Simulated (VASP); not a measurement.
# SnH2 (P4_2/mnm) in VASP: a series of runs

The runs below take SnH2 through single point, relaxation of cell and atoms, with PBEsol, r2SCAN+rVV10.

Program: VASP 6.6.1. These are calculated values, not measurements. Logs are shortened: lines on timing, memory, paths and dates and some standing lists are left out, and cuts for length are marked.

**1. The cell of the first run**

It takes space group P4_2/mnm (No. 136, tetragonal). Conventional cell: a = 4.639 Å, b = 4.639 Å, c = 3.691 Å, α = 90.00°, β = 90.00°, γ = 90.00°. Sn (site symmetry mmm) has 6 H at 2.09 to 2.19 Å within 2.8 Å. Within 2.8 Å of H (site symmetry m2m) lie 3 Sn at 2.09 to 2.19 Å and 1 H at 2.37 Å.

**2. Single point, PBEsol**

The input, INCAR:

```
SYSTEM = SnH2
  PREC = Accurate
  ENCUT = 520
  EDIFF = 1E-7
  ISMEAR = -1
  SIGMA = 0.03
  LREAL = .False.
  LASPH = .True.
  NELM = 100
  ALGO = Normal
  ISIF = 2
  LWAVE = .False.
  LCHARG = .False.
  GGA = PS
  NBANDS = 25
```

The input, KPOINTS:

```
Automatic mesh
0
Gamma
  6 6 8
  0 0 0
```

The input, POSCAR:

```
SnH2
1.0
    4.6385463851      0.0000000000      0.0000000000
    0.0000000000      4.6385463851      0.0000000000
    0.0000000000      0.0000000000      3.6914399037
Sn H
2 4
Direct
    0.0000000000      0.0000000000      0.0000000000
    0.5000000000      0.5000000000      0.5000000000
    0.3190470112      0.3190470112      0.0000000000
    0.1809529888      0.8190470112      0.5000000000
    0.8190470112      0.1809529888      0.5000000000
    0.6809529888      0.6809529888      0.0000000000
```

Potentials or basis: VASP PAW PBE potentials, release 64 (Sn_d, H).

Run with:

```bash
$ cat potpaw_PBE.64/Sn_d/POTCAR potpaw_PBE.64/H/POTCAR > POTCAR
$ mpirun -np 1 vasp_std > vasp.out
```

OUTCAR:

```text
SYSTEM = SnH2
   PREC = Accurate
   ENCUT = 520
   EDIFF = 1E-7
   ISMEAR = -1
   LREAL = .False.
   LASPH = .True.
   NELM = 100
   ISIF = 2
   GGA = PS

 ion  position               nearest neighbor table
   1  0.000  0.000  0.000-   3 2.09   6 2.09   5 2.19   4 2.19   4 2.19   5 2.19
   2  0.500  0.500  0.500-   4 2.09   5 2.09   3 2.19   6 2.19   3 2.19   6 2.19
   3  0.319  0.319  0.000-   1 2.09   2 2.19   2 2.19
   4  0.181  0.819  0.500-   2 2.09   1 2.19   1 2.19
   5  0.819  0.181  0.500-   2 2.09   1 2.19   1 2.19
   6  0.681  0.681  0.000-   1 2.09   2 2.19   2 2.19

  LATTYP: Found a simple tetragonal cell.
 ALAT       =     4.6385463851
 C/A-ratio  =     0.7958182580

  Lattice vectors:

 A1 = (   4.6385463851,   0.0000000000,   0.0000000000)
 A2 = (   0.0000000000,   4.6385463851,   0.0000000000)
 A3 = (   0.0000000000,   0.0000000000,   3.6914399037)

Analysis of symmetry for initial positions (statically):
=====================================================================
 Subroutine PRICEL returns:
 Original cell was already a primitive cell.

 Routine SETGRP: Setting up the symmetry group for a
 simple tetragonal supercell.

 Subroutine GETGRP returns: Found 16 space group operations
 (whereof  8 operations were pure point group operations)
 out of a pool of 16 trial point group operations.

The static configuration has the point symmetry D_2h.
 The point group associated with its full space group is D_4h.

Analysis of symmetry for dynamics (positions and initial velocities):
=====================================================================
 Subroutine PRICEL returns:
 Original cell was already a primitive cell.

 Routine SETGRP: Setting up the symmetry group for a
 simple tetragonal supercell.

 Subroutine GETGRP returns: Found 16 space group operations
 (whereof  8 operations were pure point group operations)
 out of a pool of 16 trial point group operations.

The dynamic configuration has the point symmetry D_2h.
 The point group associated with its full space group is D_4h.

 Subroutine INISYM returns: Found 16 space group operations
 (whereof  8 operations are pure point group operations),
 and found     1 'primitive' translations

----------------------------------------------------------------------------------------

                                     Primitive cell

  volume of cell :      79.4254

  direct lattice vectors                    reciprocal lattice vectors
     4.638546385  0.000000000  0.000000000     0.215584780  0.000000000  0.000000000
     0.000000000  4.638546385  0.000000000     0.000000000  0.215584780  0.000000000
     0.000000000  0.000000000  3.691439904     0.000000000  0.000000000  0.270897001

  length of vectors
     4.638546385  4.638546385  3.691439904     0.215584780  0.215584780  0.270897001

  position of ions in fractional coordinates (direct lattice)
     0.000000000  0.000000000  0.000000000
     0.500000000  0.500000000  0.500000000
     0.319047011  0.319047011  0.000000000
     0.180952989  0.819047011  0.500000000
     0.819047011  0.180952989  0.500000000
     0.680952989  0.680952989  0.000000000

  ion indices of the primitive-cell ions
   primitive index   ion index
                 1           1
                 2           2
                 3           3
                 4           4
                 5           5
                 6           6

----------------------------------------------------------------------------------------

 KPOINTS: Automatic mesh

Automatic generation of k-mesh.
 Grid dimensions read from file:
 generate k-points for:    6    6    8

 Generating k-lattice:

  Cartesian coordinates                     Fractional coordinates (reciprocal lattice)
     0.035930797  0.000000000  0.000000000     0.166666667  0.000000000  0.000000000
     0.000000000  0.035930797  0.000000000     0.000000000  0.166666667  0.000000000
     0.000000000  0.000000000  0.033862125     0.000000000  0.000000000  0.125000000

  Length of vectors
     0.035930797  0.035930797  0.033862125

  Shift w.r.t. Gamma in fractional coordinates (k-lattice)
     0.000000000  0.000000000  0.000000000

 Subroutine IBZKPT returns following result:
 ===========================================

 Found     50 irreducible k-points:

 Following reciprocal coordinates:
            Coordinates               Weight
  0.000000  0.000000  0.000000      1.000000
  0.166667  0.000000  0.000000      4.000000
  0.333333  0.000000  0.000000      4.000000
  0.500000  0.000000  0.000000      2.000000
  0.166667  0.166667  0.000000      4.000000
  0.333333  0.166667  0.000000      8.000000
[... 16 lines left out ...]
  0.333333  0.000000  0.250000      8.000000
  0.500000  0.000000  0.250000      4.000000
 [... further k-points ...]
   k-points           NKPTS =     50   k-points in BZ     NKDIM =     50   number of bands    NBANDS=     25
   number of dos      NEDOS =    301   number of ions     NIONS =      6
   total plane-waves  NPLWV =  36288
   dimension x,y,z NGX =    36 NGY =   36 NGZ =   28
   dimension x,y,z NGXF=    72 NGYF=   72 NGZF=   56
   ions per type =               2   4
   NGX,Y,Z   is equivalent  to a cutoff of  12.90, 12.90, 12.61 a.u.
   NGXF,Y,Z  is equivalent  to a cutoff of  25.80, 25.80, 25.22 a.u.
 SYSTEM =  SnH2
   PREC   = accura    normal or accurate (medium, high low for compatibility)
   ISTART =      0    job   : 0-new  1-cont  2-samecut
   ICHARG =      2    charge: 1-file 2-atom 10-const
   ISPIN  =      1    spin polarized calculation?
   LNONCOLLINEAR =      F non collinear calculations
   LSORBIT =      F    spin-orbit coupling
   LASPH  =      T    aspherical Exc in radial PAW
   ENCUT  =  520.0 eV  38.22 Ry    6.18 a.u.   8.62  8.62  6.86*2*pi/ulx,y,z
   NELM   =    100;   NELMIN=  2; NELMDL= -5     # of ELM steps
   EDIFF  = 0.1E-06   stopping-criterion for ELM
   LREAL  =      F    real-space projection
   EDIFFG = 0.1E-05   stopping-criterion for IOM
   NSW    =      0    number of steps for IOM
   IBRION =     -1    ionic relax: 0-MD 1-quasi-New 2-CG
   NFREE  =      0    steps in history (QN), initial steepest desc. (CG)
   ISIF   =      2    stress and relaxation
   ISYM   =      2    0-nonsym 1-usesym 2-fastsym
   POTIM  = 0.5000    time-step for ionic-motion
   TEBEG  =    0.0;   TEEND  =   0.0 temperature during run
   PSTRESS=    0.0 pullay stress
   NELECT =      32.0000    total number of electrons
   NUPDOWN=      -1.0000    fix difference up-down
   EMIN   =  10.00;   EMAX   =-10.00  energy-range for DOS
   EFERMI =   0.00;   METHOD = LEGACY
   ISMEAR =    -1;   SIGMA  =   0.03  broadening in eV -4-tet -1-fermi 0-gaus
   EFERMI_NEDOS =   21; number of points for ismear=-14 and -15
   IALGO  =     38    algorithm
   IMIX   =      4    mixing-type and parameters
     AMIX     =   0.40;   BMIX     =  1.00
     AMIX_MAG =   1.60;   BMIX_MAG =  1.00
  volume/ion in A,a.u.               =      13.24        89.33
  Fermi-wavevector in a.u.,A,eV,Ry     =   1.209126  2.284917 19.891528  1.461986
  Thomas-Fermi vector in A             =   2.344713
   LORBIT       =      0    0 simple, 1 ext, 2 COOP (PROOUT), +10 PAW based schemes
   GGA     = PS    functional components
   LHFCALC =     F    Hartree Fock is set to
   AEXX    =    0.0000 exact exchange contribution
   IVDW    =     0    specifies the selected vdW correction
   LEPSILON=     F    determine dielectric tensor
   LRPA    =     F    only Hartree local field effects (RPA)
 non-spin polarized calculation
  energy-cutoff  :      520.00
  volume of cell :       79.43
 maximum number of plane-waves:      2158
 NGX is ok and might be reduce to    36
   NGX = 17   NGY = 17   NGZ = 13

 number of electron      31.9999986 magnetization

 Free energy of the ion-electron system (eV)
  ---------------------------------------------------
  ext. energy  EPLUGINS =         0.00000000
  ---------------------------------------------------
  free energy    TOTEN  =       -19.09224604 eV

  energy without entropy =      -19.09141301  energy(sigma->0) =      -19.09182952

 E-fermi :   5.4175     XC(G=0):  -9.6183

 val. band max:        5.2888397217   @ k =   0.1667   0.1667   0.5000
 cond. band min:       5.4542432902   @ k =   0.3333   0.3333   0.0000
 fundamental gap:      0.1654035685
 Fermi energy:         5.4175104618

 k-point     1 :       0.0000    0.0000    0.0000
  band No.  band energies     occupation
      1     -16.3363      2.00000
      2     -16.2793      2.00000
      3     -16.2639      2.00000
      4     -16.2539      2.00000
      5     -16.2409      2.00000
      6     -16.2409      2.00000
[... 17 lines left out ...]
     24      11.5125      0.00000
     25      12.7559      0.00000

 k-point     2 :       0.1667    0.0000    0.0000
  band No.  band energies     occupation
      1     -16.3298      2.00000
      2     -16.2762      2.00000
      3     -16.2598      2.00000
      4     -16.2574      2.00000
      5     -16.2383      2.00000
      6     -16.2379      2.00000
[... 17 lines left out ...]
     24      12.6179      0.00000
     25      13.9078      0.00000

 k-point     3 :       0.3333    0.0000    0.0000
  band No.  band energies     occupation
      1     -16.3118      2.00000
      2     -16.2686      2.00000
      3     -16.2673      2.00000
      4     -16.2494      2.00000
      5     -16.2355      2.00000
      6     -16.2309      2.00000
[... 17 lines left out ...]
     24      14.8462      0.00000
     25      15.3930      0.00000

 k-point     4 :       0.5000    0.0000    0.0000
  band No.  band energies     occupation
      1     -16.2884      2.00000
      2     -16.2884      2.00000
      3     -16.2536      2.00000
      4     -16.2536      2.00000
      5     -16.2370      2.00000
      6     -16.2370      2.00000
[... 17 lines left out ...]
     24      13.7269      0.00000
     25      16.5382      0.00000

 k-point     5 :       0.1667    0.1667    0.0000
  band No.  band energies     occupation
      1     -16.3242      2.00000
      2     -16.2738      2.00000
      3     -16.2602      2.00000
      4     -16.2562      2.00000
      5     -16.2424      2.00000
      6     -16.2293      2.00000
[... 17 lines left out ...]
     24      12.3678      0.00000
     25      14.6562      0.00000

 k-point     6 :       0.3333    0.1667    0.0000
  band No.  band energies     occupation
      1     -16.3091      2.00000
      2     -16.2729      2.00000
      3     -16.2637      2.00000
      4     -16.2469      2.00000
      5     -16.2407      2.00000
      6     -16.2385      2.00000
[... 17 lines left out ...]
     24      13.6755      0.00000
     25      14.5086      0.00000
[... 393 lines left out ...]
 k-point    21 :       0.0000    0.0000    0.2500
  band No.  band energies     occupation
      1     -16.3064      2.00000
      2     -16.2560      2.00000
      3     -16.2509      2.00000
      4     -16.2509      2.00000
      5     -16.2473      2.00000
      6     -16.2293      2.00000
[... 17 lines left out ...]
     24      13.1949      0.00000
     25      13.6817      0.00000

 k-point    22 :       0.1667    0.0000    0.2500
  band No.  band energies     occupation
      1     -16.3074      2.00000
      2     -16.2578      2.00000
      3     -16.2535      2.00000
      4     -16.2485      2.00000
      5     -16.2411      2.00000
      6     -16.2362      2.00000
[... 17 lines left out ...]
     24      13.7353      0.00000
     25      14.1331      0.00000

 k-point    23 :       0.3333    0.0000    0.2500
  band No.  band energies     occupation
      1     -16.3051      2.00000
      2     -16.2762      2.00000
      3     -16.2495      2.00000
      4     -16.2431      2.00000
      5     -16.2424      2.00000
      6     -16.2277      2.00000
[... 17 lines left out ...]
     24      13.3300      0.00000
     25      14.2996      0.00000

 k-point    24 :       0.5000    0.0000    0.2500
  band No.  band energies     occupation
      1     -16.2945      2.00000
      2     -16.2945      2.00000
      3     -16.2468      2.00000
      4     -16.2468      2.00000
      5     -16.2335      2.00000
      6     -16.2335      2.00000
[... 17 lines left out ...]
     24      13.4925      0.00000
     25      13.9999      0.00000

 [... further k-points ...]
[... 5 lines left out ...]
  --------------------------------------------------------------------------------------
  -------------------------------------------------------------------------------------
  Total       -0.0734158     -0.0734158     -0.0592132     -0.0000000      0.0000000      0.0000000
  in kB       -1.4809500     -1.4809500     -1.1944550     -0.0000000      0.0000000      0.0000000
  external PRESSURE =      -1.3854517 kB  Pullay stress =       0.0000000 kB

 VOLUME and BASIS-vectors are now :
 -----------------------------------------------------------------------------
  energy-cutoff  :      520.00
  volume of cell :       79.43
      direct lattice vectors                 reciprocal lattice vectors
     4.638546385  0.000000000  0.000000000     0.215584780  0.000000000  0.000000000
     0.000000000  4.638546385  0.000000000     0.000000000  0.215584780  0.000000000
     0.000000000  0.000000000  3.691439904     0.000000000  0.000000000  0.270897001

 POSITION                                       TOTAL-FORCE (eV/Angst)
 -----------------------------------------------------------------------------------
      0.00000      0.00000      0.00000         0.000000      0.000000      0.000000
      2.31927      2.31927      1.84572         0.000000      0.000000      0.000000
      1.47991      1.47991      0.00000         0.000802      0.000802      0.000000
      0.83936      3.79919      1.84572        -0.000802      0.000802      0.000000
      3.79919      0.83936      1.84572         0.000802     -0.000802     -0.000000
      3.15863      3.15863      0.00000        -0.000802     -0.000802     -0.000000
 -----------------------------------------------------------------------------------
    total drift:                                0.000000      0.000000      0.000000

  FREE ENERGIE OF THE ION-ELECTRON SYSTEM (eV)
  ---------------------------------------------------
  free  energy   TOTEN  =       -19.0922460364 eV

  energy  without entropy=      -19.0914130062  energy(sigma->0) =      -19.09182952
```

It took 35 s on 1 thread of Intel Xeon 6975P-C (Granite Rapids), shared host; peak memory 0.21 GiB.

What came out:

```
Free energy            : -19.0922 eV
Pressure               : -0.1 GPa
Band gap on the k mesh : zero (bands 16 and 17 overlap by 3.25 eV)
```

Levels at points of the mesh, in eV from the Fermi level:
```
           k point  band 12  band 13  band 14  band 15  band 16  band 17  band 18  band 19  band 20  band 21
(0.00, 0.00, 0.00)    -6.25    -5.23    -5.23    -1.90     0.81     1.98     3.10     3.10     4.84     5.20
(0.50, 0.00, 0.00)    -9.89    -3.89    -3.89    -1.04    -1.04     2.39     2.39     2.58     2.58     4.84
(0.50, 0.50, 0.00)    -9.17    -6.40    -6.40     1.52     1.52     2.78     2.78     3.33     3.33     4.42
(0.00, 0.00, 0.50)    -8.67    -3.83    -3.83    -3.41    -3.41     0.58     0.58     4.54     4.54     5.28
(0.50, 0.00, 0.50)    -7.40    -6.91    -6.91    -0.86    -0.86     0.20     0.20     1.64     1.64     4.54
(0.50, 0.50, 0.50)    -7.26    -5.20    -5.20    -4.78    -4.78    -1.36    -1.36     6.08     6.08     7.66
```

Caveat: the PAW data sets were made with another functional, which shifts forces and pressure a little; spin-orbit coupling is left out, which moves the levels of the heavy elements.

(Part 1 of 3 ends here.)
